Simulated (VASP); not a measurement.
Runs of VASP 6.6.1 on GaN. The structure is that of space group F-43m (No. 216), or close to it. The cells are those of the table. 

```tsv
task	cell	k mesh	cutoff (eV)	smearing	gap on the mesh (eV)	pressure (GPa)
relaxation of cell and atoms	relaxed from a = 3.187 Å, angles 60.0, 60.0, 90.0°, 2 atoms	14 × 14 × 14	600	fermi-dirac 0.05 eV	2.12	0.0
single point	a = 3.212, b = 3.212, c = 3.187 Å, angles 59.7, 59.7, 90.0°, 2 atoms	10 × 10 × 10	520	gaussian 0.01 eV	2.02	-1.6
single point	a = 3.180 Å, angles 60.0, 60.0, 90.0°, 2 atoms	14 × 14 × 14	520	fermi-dirac 0.05 eV	(a)	1.1
single point	a = 3.244, b = 3.244, c = 3.194 Å, angles 59.5, 59.5, 90.0°, 2 atoms	10 × 10 × 10	520	gaussian 0.01 eV	(b)	-4.2
```

Alike in all rows: level r2SCAN; potentials or basis VASP PAW PBE potentials, release 64 (Ga_d, N); no spin polarisation.

Estimate the missing entries.

(a) 2.16; (b) 1.88.

Caveats: the PAW data sets were made with another functional, which shifts forces and pressure a little; the relaxation stopped at its first step, so nothing moved (at least some runs); the cell stands under tension (at least some runs).

A k mesh can miss the band edges, and the runs leave out spin-orbit coupling on Ga.
